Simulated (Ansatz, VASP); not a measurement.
Two plane-wave programs on CaB6

Contents of POSCAR:

```
CaB6
1.0
    4.2171923770      0.0000000000      0.0000000000
    0.0000000000      4.2171923770      0.0000000000
    0.0000000000      0.0000000000      4.2171923770
Ca B
1 6
Direct
    0.5000000000      0.5000000000      0.5000000000
    0.0000000000      0.0000000000      0.2982067262
    0.0000000000      0.0000000000      0.7017932738
    0.2982067262      0.0000000000      0.0000000000
    0.7017932738      0.0000000000      0.0000000000
    0.0000000000      0.2982067262      0.0000000000
    0.0000000000      0.7017932738      0.0000000000
```

INCAR.step1

```
SYSTEM = CaB6
PREC = Accurate
ENCUT = 520
ISMEAR = -1
SIGMA = 0.02
LREAL = .False.
LASPH = .True.
NELM = 100
NBANDS = 23
GGA = PE
ALGO = Normal
EDIFF = 1E-4
LWAVE = .True.
LCHARG = .False.
```

The input INCAR.step2:

```
SYSTEM = CaB6
PREC = Accurate
ENCUT = 520
EDIFF = 1E-7
ISMEAR = -1
SIGMA = 0.02
LREAL = .False.
LASPH = .True.
NELM = 100
ALGO = Normal
ISIF = 2
LWAVE = .False.
LCHARG = .False.
METAGGA = R2SCAN
LMIXTAU = .True.
NBANDS = 23
ISTART = 1
```

The input KPOINTS:

```
regular mesh
0
Gamma
  6 6 6
  0 0 0
```

Input for Ansatz:

```yaml
crystal:
  lattice:
    - [4.217192377, 0.0, 0.0]
    - [0.0, 4.217192377, 0.0]
    - [0.0, 0.0, 4.217192377]
  atoms:
    - { symbol: Ca, position: [0.5, 0.5, 0.5] }
    - { symbol: B, position: [0.0, 0.0, 0.2982067262] }
    - { symbol: B, position: [0.0, 0.0, 0.7017932738] }
    - { symbol: B, position: [0.2982067262, 0.0, 0.0] }
    - { symbol: B, position: [0.7017932738, 0.0, 0.0] }
    - { symbol: B, position: [0.0, 0.2982067262, 0.0] }
    - { symbol: B, position: [0.0, 0.7017932738, 0.0] }
kpoints:
  mp_grid: { grid: [6, 6, 6] }
hamiltonian:
  xc: r2scan
scf:
  occupations: { method: fermi_dirac, width: 0.02 }
  n_extra_bands: 5
output:
  forces: true
  stress: true
  eigenvalues: true
```

Alike in both runs: task single point; functional r2SCAN; k mesh 6 × 6 × 6; occupations fermi-dirac, width 0.02 eV; no spin polarisation.

|  | VASP | Ansatz |
| --- | --- | --- |
| version | VASP 6.6.1 | Ansatz 0.2.0 |
| potentials or method | VASP PAW PBE potentials, release 64 (Ca_sv, B) | plane waves, PAW |
| plane-wave cutoff (eV) | 520 | 500 |
| valence electrons in the cell | 28 | 28 |

```csv
,VASP,Ansatz,Ansatz less VASP
pressure (GPa),-8.2,-8.4,-0.21
rms of the force components (eV/Å),0.157,0.164,+0.0067
```

VASP's potentials were made for PBE, not for r2SCAN. Atom by atom the forces differ by 0.007 eV/Å (rms over components).
